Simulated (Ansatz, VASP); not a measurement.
**Two plane-wave programs on AlN**

```xyz
2
Lattice="0.0000 2.0353 2.0353 2.0353 0.0000 2.0353 2.0353 2.0353 0.0000" Properties=species:S:1:pos:R:3 pbc="T T T"
Al    2.0353    2.0353    2.0353
N     0.0000    0.0000    0.0000
```

Alike in both runs: task single point; functional PBE; k mesh 10 × 10 × 10; occupations gaussian, width 0.02 eV; no spin polarisation.

|  | VASP | Ansatz |
| --- | --- | --- |
| version | VASP 6.6.1 | Ansatz 0.2.0 |
| potentials or method | VASP PAW PBE potentials, release 64 (Al, N), cutoff 600 eV | scalar-relativistic, plane waves, PAW |
| valence electrons in the cell | 8 | 8 |

|  | VASP | Ansatz | Ansatz less VASP |
| --- | --- | --- | --- |
| gap on the k mesh at the Fermi level (eV) | 4.41 | 4.44 | +0.022 |
| least direct gap on the mesh (eV) | 5.39 | 5.38 | -0.011 |
| pressure (GPa) | -0.4 | 0.0 | +0.43 |

The functional is the same, so the differences come from potentials, cutoffs and numerics.
